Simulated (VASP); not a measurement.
# V (P6/mmm) in VASP: notebook, part 2 of 2

VASP 6.6.1. Earlier steps stand in the parts before.

## 3. Relaxation of cell and atoms, PBE, target pressure 130 GPa, at which the enthalpy is minimised

This run uses another cell than the first one, of 9.43 Å³/atom.

INCAR

```
SYSTEM = V
  PREC = Accurate
  ENCUT = 600
  EDIFF = 1E-7
  ISMEAR = -1
  SIGMA = 0.1
  LREAL = .False.
  LASPH = .True.
  NELM = 100
  ALGO = Normal
  ISIF = 3
  LWAVE = .False.
  LCHARG = .False.
  GGA = PE
  IBRION = 2
  NSW = 32
  EDIFFG = -0.005
  PSTRESS = 1300.0
```

KPOINTS

```
regular mesh
0
Gamma
  10 10 13
  0 0 0
```

POSCAR

```
V
1.0
    3.9236134093      0.0000000000      0.0000000000
   -1.9618067046      3.3979488871      0.0000000000
    0.0000000000      0.0000000000      2.1219378294
V
3
Direct
    0.0000000000      0.0000000000      0.0000000000
    0.3333333333      0.6666666667      0.5000000000
    0.6666666667      0.3333333333      0.5000000000
```

Potentials or basis: VASP PAW PBE potentials, release 64 (V_sv).

On the command line:

```
$ cat potpaw_PBE.64/V_sv/POTCAR > POTCAR
$ mpirun -np 1 vasp_std > vasp.out
```

Wall time 3.9 min (1 thread of Intel Xeon Platinum 8259CL at 2.50GHz (Skylake/Cascade Lake), shared host); peak memory 0.2 GiB.

Results (log left out):

| Item | Value |
| --- | --- |
| Free energy | -22.8067 eV |
| Relaxed volume | 9.47 Å³/atom |
| Relaxed cell | a = 3.922 Å, b = 3.922 Å, c = 2.132 Å, α = 90.00°, β = 90.00°, γ = 120.00° |
| Space group after relaxing (to 0.1 Å) | P6/mmm (No. 191) |
| Energy change on relaxing (the run minimises the enthalpy) | -32.6 meV/atom |
| Ionic steps | 5 |
| Pressure after relaxing | 130.0 GPa |
| Band gap on the k mesh | zero (an odd number of electrons rules out a gap without spin polarisation) |

The path:
| step | energy change (eV) | largest force (eV/Å) | pressure (GPa) | volume (Å³) |
| --- | --- | --- | --- | --- |
| 1 | 0.0000 | 0.0000 | 132.55 | 28.29 |
| 2 | -0.4875 | 0.0000 | 119.85 | 28.91 |
| 3 | -0.1169 | 0.0000 | 129.52 | 28.43 |
| 4 | -0.0871 | 0.0000 | 130.20 | 28.40 |
| 5 | -0.0978 | 0.0000 | 129.96 | 28.41 |

Final structure:
```
V
1.0
     3.92235    0.00000    0.00000
    -1.96118    3.39686    0.00000
     0.00000    0.00000    2.13218
V
3
Direct
  0.00000 0.00000 0.00000
  0.33333 0.66667 0.50000
  0.66667 0.33333 0.50000
```

Levels at points of the mesh, in eV from the Fermi level:
```csv
k point,band 15,band 16,band 17,band 18,band 19,band 20,band 21,band 22,band 23
"(0.00, 0.00, 0.00)",-1.64,-1.64,-1.64,-1.64,-1.54,-1.26,0.54,0.54,3.25
"(0.50, 0.00, 0.00)",-3.75,-2.48,-2.27,-2.12,-1.51,-1.21,2.24,2.52,3.49
```

Caveat: the cell is relaxed towards a set pressure, so the run minimises the enthalpy, not the energy.

## 4. Single point, PBE

This run uses another cell than the first one, of 9.43 Å³/atom.

INCAR

```
PREC = Accurate
ENCUT = 520
EDIFF = 1E-6
ISMEAR = -1
SIGMA = 0.1
LREAL = False
LASPH = True
NELM = 100
ALGO = Normal
ISIF = 2
LWAVE = False
LCHARG = False
GGA = PE
NBANDS = 26
```

KPOINTS

```
Automatic mesh
0
Gamma
  10 10 13
```

Edit POSCAR of step 3 so:

```diff
@@ -4,3 +4,3 @@
    -1.9618067046      3.3979488871      0.0000000000
-    0.0000000000      0.0000000000      2.1219378294
+    0.0000000000      0.0000000000      2.1219378293
 V
```

On the command line:

```
$ cat potpaw_PBE.64/V_sv/POTCAR > POTCAR
$ mpirun -np 1 vasp_std > vasp.out
```

It took 1.7 min on 1 thread of Intel Xeon 8259CL, shared host; peak memory 0.18 GiB.

Results (log left out):

```yaml
Free_energy: -22.7085 eV
Pressure: 132.6 GPa
Band_gap_on_the_k_mesh: zero (an odd number of electrons rules out a gap without spin polarisation)
```

Stress tensor (GPa, compression positive):
```
131.61   0.00   0.00
  0.00 131.61   0.00
  0.00   0.00 134.55
```

Levels at points of the mesh, in eV from the Fermi level:
| k point | band 16 | band 17 | band 18 | band 19 | band 20 | band 21 | band 22 | band 23 | band 24 | band 25 |
| --- | --- | --- | --- | --- | --- | --- | --- | --- | --- | --- |
| (0.00, 0.00, 0.00) | -1.65 | -1.65 | -1.65 | -1.56 | -1.31 | 0.53 | 0.53 | 3.33 | 3.33 | 3.33 |
| (0.50, 0.00, 0.00) | -2.51 | -2.30 | -2.14 | -1.54 | -1.27 | 2.33 | 2.52 | 3.50 | 3.57 | 3.57 |

Caveat: the cell stands under pressure.

## 5. Single point, PBE

This run uses another cell than the first one, of 9.43 Å³/atom.

INCAR

```
ALGO = Normal ; EDIFF = 1E-6
ENCUT = 520 ; GGA = PE
ISIF = 2 ; ISMEAR = -1
LASPH = T ; LCHARG = T
LELF = T ; LREAL = F
LVHAR = T ; LWAVE = F
NBANDS = 26 ; NELM = 80
PREC = Accurate ; SIGMA = 0.1
```

KPOINTS

```
k-points
0
Gamma
  10 10 13
```

POSCAR

```
V
1.0
    3.9233368101      0.0000000000      0.0000000000
   -1.9616684050      3.3977093452      0.0000000000
    0.0000000000      0.0000000000      2.1217523565
V
3
Direct
    0.0000000000      0.0000000000      0.0000000000
    0.3333333333      0.6666666667      0.5000000000
    0.6666666667      0.3333333333      0.5000000000
```

Potentials or basis: VASP PAW PBE potentials, release 64 (V_sv).

On the command line:

```
$ cat potpaw_PBE.64/V_sv/POTCAR > POTCAR
$ mpirun -np 1 vasp_std > vasp.out
```

OUTCAR:

```text
EDIFF = 1E-6
   ENCUT = 520
   GGA = PE
   ISIF = 2
   ISMEAR = -1
   LASPH = T
   LREAL = F
   NELM = 80
   PREC = Accurate

 ion  position               nearest neighbor table
   1  0.000  0.000  0.000-   2 2.50   3 2.50   2 2.50   3 2.50   3 2.50   3 2.50   2 2.50   2 2.50
                             3 2.50   3 2.50   2 2.50   2 2.50
   2  0.333  0.667  0.500-   3 2.27   3 2.27   3 2.27   1 2.50   1 2.50   1 2.50   1 2.50   1 2.50
                             1 2.50
[... 897 lines left out ...]
  Direction    XX          YY          ZZ          XY          YZ          ZX
  --------------------------------------------------------------------------------------
  -------------------------------------------------------------------------------------
  Total       23.2567887     23.2567887     23.7798170      0.0000000     -0.0000000      0.0000000
  in kB     1317.4186844   1317.4186845   1347.0464733      0.0000000     -0.0000000      0.0000000
  external PRESSURE =    1327.2946141 kB  Pullay stress =       0.0000000 kB

 VOLUME and BASIS-vectors are now :
 -----------------------------------------------------------------------------
  energy-cutoff  :      520.00
  volume of cell :       28.28
      direct lattice vectors                 reciprocal lattice vectors
     3.923336810  0.000000000  0.000000000     0.254885076  0.147157967  0.000000000
    -1.961668405  3.397709345  0.000000000     0.000000000  0.294315934  0.000000000
     0.000000000  0.000000000  2.121752357     0.000000000  0.000000000  0.471308537

 POSITION                                       TOTAL-FORCE (eV/Angst)
 -----------------------------------------------------------------------------------
      0.00000      0.00000      0.00000         0.000000      0.000000      0.000000
     -0.00000      2.26514      1.06088        -0.000000     -0.000000     -0.000000
      1.96167      1.13257      1.06088         0.000000      0.000000      0.000000
 -----------------------------------------------------------------------------------
    total drift:                               -0.000000      0.000000      0.000000

  FREE ENERGIE OF THE ION-ELECTRON SYSTEM (eV)
  ---------------------------------------------------
  free  energy   TOTEN  =       -22.7031237179 eV

  energy  without entropy=      -22.6217054483  energy(sigma->0) =      -22.66241458
```

OSZICAR:

```text
N       E                     dE             d eps       ncg     rms          rms(c)
DAV:   1     0.516389441186E+03    0.51639E+03   -0.22039E+04  5104   0.184E+03
DAV:   2    -0.467096569088E+01   -0.52106E+03   -0.51259E+03  5130   0.591E+02
DAV:   3    -0.244461562258E+02   -0.19775E+02   -0.19330E+02  6268   0.134E+02
DAV:   4    -0.247230155527E+02   -0.27686E+00   -0.27600E+00  5968   0.167E+01
DAV:   5    -0.247266041263E+02   -0.35886E-02   -0.35876E-02  5946   0.184E+00    0.547E+01
DAV:   6    -0.228428070047E+02    0.18838E+01   -0.61045E+00  5426   0.255E+01    0.194E+01
DAV:   7    -0.227655391054E+02    0.77268E-01   -0.10490E+00  6118   0.105E+01    0.511E+00
DAV:   8    -0.227182769355E+02    0.47262E-01   -0.57877E-01  6578   0.840E+00    0.342E+00
DAV:   9    -0.227032504128E+02    0.15027E-01   -0.72260E-02  6106   0.333E+00    0.126E-01
DAV:  10    -0.227031224213E+02    0.12799E-03   -0.29763E-03  5644   0.624E-01    0.798E-02
DAV:  11    -0.227031314940E+02   -0.90727E-05   -0.77872E-05  6768   0.989E-02    0.416E-02
DAV:  12    -0.227031278180E+02    0.36760E-05   -0.21638E-05  6224   0.452E-02    0.116E-02
DAV:  13    -0.227031255514E+02    0.22666E-05   -0.30215E-06  4790   0.210E-02    0.453E-03
DAV:  14    -0.227031238229E+02    0.17285E-05   -0.16523E-07  2718   0.527E-03    0.141E-03
DAV:  15    -0.227031237179E+02    0.10497E-06   -0.29542E-08  2664   0.178E-03
   1 F= -.22703124E+02 E0= -.22662415E+02  d E =-.814183E-01
```

stdout:

```text
POSCAR found type information on POSCAR V
 POSCAR found :  1 types and       3 ions
 scaLAPACK will be used
 LDA part: xc-table for (Slater+PW92), standard interpolation
 POSCAR, INCAR and KPOINTS ok, starting setup
 FFT: planning ... GRIDC
 FFT: planning ... GRID_SOFT
 FFT: planning ... GRID
 WAVECAR not read
 entering main loop
```

It took 1.7 min on 1 thread of Intel Xeon 8259CL, shared host; peak memory 0.18 GiB.

Results:

```yaml
Free_energy: -22.7031 eV
Pressure: 132.7 GPa
Band_gap_on_the_k_mesh: zero (an odd number of electrons rules out a gap without spin polarisation)
```

Levels at points of the mesh, in eV from the Fermi level:
| k point | band 16 | band 17 | band 18 | band 19 | band 20 | band 21 | band 22 | band 23 | band 24 | band 25 |
| --- | --- | --- | --- | --- | --- | --- | --- | --- | --- | --- |
| (0.00, 0.00, 0.00) | -1.65 | -1.65 | -1.65 | -1.56 | -1.31 | 0.53 | 0.53 | 3.33 | 3.33 | 3.33 |
| (0.50, 0.00, 0.00) | -2.51 | -2.30 | -2.14 | -1.54 | -1.27 | 2.33 | 2.53 | 3.50 | 3.57 | 3.57 |

Caveat: the cell stands under pressure.

## 6. Summary

| task | cell | cutoff (eV) | gap on the mesh (eV) | pressure (GPa) |
| --- | --- | --- | --- | --- |
| relaxation of cell and atoms | relaxed to 130 GPa from a = 3.745, b = 3.745, c = 2.322 Å, angles 90.0, 90.0, 120.0°, 3 atoms | 600 | none | 130.0 |
| relaxation of cell and atoms | relaxed to 130 GPa from a = 3.924, b = 3.924, c = 2.122 Å, angles 90.0, 90.0, 120.0°, 3 atoms | 600 | none | 130.0 |
| single point | a = 3.924, b = 3.924, c = 2.122 Å, angles 90.0, 90.0, 120.0°, 3 atoms | 520 | none | 132.6 |
| single point | a = 3.923, b = 3.923, c = 2.122 Å, angles 90.0, 90.0, 120.0°, 3 atoms | 520 | none | 132.7 |

Alike in all rows: level PBE; potentials or basis VASP PAW PBE potentials, release 64 (V_sv); no spin polarisation; k mesh 10 × 10 × 13; smearing fermi-dirac 0.1 eV.

Caveats: the cell is relaxed towards a set pressure, so the run minimises the enthalpy, not the energy (at least some runs); the cell stands under pressure (at least some runs).

Total energies depend on the potentials used, so only differences within one code and one set of settings carry meaning.
